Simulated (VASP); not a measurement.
Crystal: SiO2.

```
CELL_PARAMETERS angstrom
5.06907 0.00000 0.00000
-2.53454 4.38995 0.00000
0.00000 0.00000 8.55849
ATOMIC_POSITIONS crystal
Si 0.66667 0.33333 0.93713
Si 0.66667 0.33333 0.56287
Si 0.33333 0.66667 0.06287
Si 0.33333 0.66667 0.43713
O 0.00000 0.42126 0.00000
O 0.42126 0.42126 0.50000
O 0.57874 0.00000 0.50000
O 0.57874 0.57874 0.00000
O 0.00000 0.57874 0.50000
O 0.66667 0.33333 0.75000
O 0.33333 0.66667 0.25000
O 0.42126 0.00000 0.00000
```

Base run:

| Quantity | Value |
| --- | --- |
| Program | VASP 6.6.1 |
| Functional | r2SCAN |
| Potentials or basis | VASP PAW PBE potentials, release 64 (Si, O) |
| Cutoff | 520 eV |
| k mesh | 6 × 6 × 3 |
| Occupations | fermi-dirac, width 0.01 eV |
| Spin | no spin polarisation |

Its results: band gap on the k mesh 6.20 eV (least direct gap 6.22 eV); pressure 0.2 GPa; largest force 0.029 eV/Å.

Question: The run is repeated on the same cell with these changes: functional from r2SCAN to PBE. What comes out?

Answer: Band gap on the k mesh 5.61 eV (least direct gap 5.63 eV); pressure 4.2 GPa; largest force 0.248 eV/Å.

Caveats: an odd mesh through Γ misses points on the zone boundary, where band edges can lie; the PAW data sets were made with another functional, which shifts forces and pressure a little (at least some runs); the cell stands under pressure (at least some runs).
